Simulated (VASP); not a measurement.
Here is a VASP 6.6.1 calculation.

INCAR

```
ALGO = Normal ; EDIFF = 1E-7
ENCUT = 520 ; GGA = PS
ISIF = 2 ; ISMEAR = -1
LASPH = T ; LCHARG = F
LREAL = F ; LWAVE = F
NBANDS = 13 ; NELM = 100
PREC = Accurate ; SIGMA = 0.05
```

Contents of KPOINTS:

```
k-points
0
Gamma
  18 18 18
```

File POSCAR:

```
W
1.0
    0.0000000000      1.7750078266      1.7750078266
    1.7750078266      0.0000000000      1.7750078266
    1.7750078266      1.7750078266      0.0000000000
W
1
Direct
    0.0000000000      0.0000000000      0.0000000000
```

Potentials or basis: VASP PAW PBE potentials, release 64 (W_sv).

Launch:

```sh
$ cat potpaw_PBE.64/W_sv/POTCAR > POTCAR
$ mpirun -np 1 vasp_std > vasp.out
```

(1) What does it give for the pressure?

(2) What does it give for the band gap on the k mesh?

## Answers

(1) 218.5 GPa.

(2) zero (band 7 reaches 23.06 eV, above the bottom of band 8 at 15.06 eV).

Caveat: the PAW data sets were made with another functional, which shifts forces and pressure a little; spin-orbit coupling is left out, which moves the levels of the heavy elements.
